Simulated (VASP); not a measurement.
# BaTe: single point with PBE

BaTe:

```
Ba Te
1.0
     0.00000    3.49706    3.49706
     3.49706    0.00000    3.49706
     3.49706    3.49706    0.00000
Ba Te
1 1
Cartesian
  0.0000 0.0000 0.0000
  3.4971 3.4971 3.4971
```

This cell differs from its parent crystal: strain -1.0%.

```json
{
  "Program": "VASP 6.6.1",
  "Task": "single point",
  "Functional": "PBE",
  "Potentials or basis": "VASP PAW PBE potentials, release 64 (Ba_sv, Te)",
  "Cutoff": "520 eV",
  "k mesh": "4 × 4 × 4",
  "Occupations": "gaussian, width 0.01 eV",
  "Spin": "no spin polarisation",
  "Dipole correction": "no",
  "Further INCAR settings": "ALGO = Normal; EDIFF = 1e-06; NBANDS = 15"
}
```

| Property | Result |
| --- | --- |
| Pressure | 1.3 GPa |
| Band gap on the k mesh | 1.51 eV (least direct gap 1.89 eV) |

Levels at points of the mesh, in eV from the valence-band top:
```tsv
k point	band 5	band 6	band 7	band 8	band 9	band 10	band 11	band 12
(0.00, 0.00, 0.00)	-9.54	0.00	0.00	0.00	2.92	2.92	2.92	2.92
(0.50, 0.00, 0.00)	-8.80	-2.25	-1.14	-1.14	4.19	4.75	4.88	4.88
(0.50, 0.50, 0.00)	-9.34	-1.14	-0.38	-0.38	1.51	4.43	4.65	5.60
```

Run time: 32 s on 1 thread of AMD EPYC 7R13, on a shared host, peak memory 0.2 GiB.

Caveat: the cell differs from its parent crystal (strain -1.0%); spin-orbit coupling is left out, which moves the levels of the heavy elements. A k mesh can miss the band edges.
